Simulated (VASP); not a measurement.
Runs of VASP 6.6.1 on MoS2. The structure is that of space group C2/m (No. 12), or close to it. The cells are those of the table. 

```tsv
cell	gap on the mesh (eV)	pressure (GPa)	largest force (eV/Å)
a = 3.141, b = 3.141, c = 13.532 Å, angles 71.4, 71.4, 60.0°, 6 atoms	1.03	0.0	0.05
a = 3.141, b = 3.141, c = 12.652 Å, angles 84.7, 84.7, 60.0°, 6 atoms	1.03	0.1	0.05
a = 3.141, b = 3.141, c = 13.224 Å, angles 74.5, 74.5, 60.0°, 6 atoms	0.98	0.5	0.24
a = 3.141, b = 3.141, c = 12.973 Å, angles 77.8, 77.8, 60.0°, 6 atoms	0.98	0.5	0.24
a = 3.141, b = 3.141, c = 13.371 Å, angles 72.9, 72.9, 60.0°, 6 atoms	(a)	0.3	0.14
a = 3.141, b = 3.141, c = 12.587 Å, angles 88.2, 88.2, 60.0°, 6 atoms	1.03	0.0	0.02
a = 3.141, b = 3.141, c = 12.782 Å, angles 81.2, 81.2, 60.0°, 6 atoms	1.04	(b)	0.07
```

Alike in all rows: task single point; level PBEsol; potentials or basis VASP PAW PBE potentials, release 64 (Mo_sv, S); no spin polarisation; k mesh 10 × 10 × 2; cutoff (eV) 520; smearing gaussian 0.05 eV.

Q: Estimate the missing entries.

A: (a) 1.00; (b) 0.2.

Caveats: the PAW data sets were made with another functional, which shifts forces and pressure a little; this functional lacks dispersion, which binds the layers, so the pressure and a relaxed spacing across them are unreliable.

A k mesh can miss the band edges, and the runs leave out spin-orbit coupling on Mo.
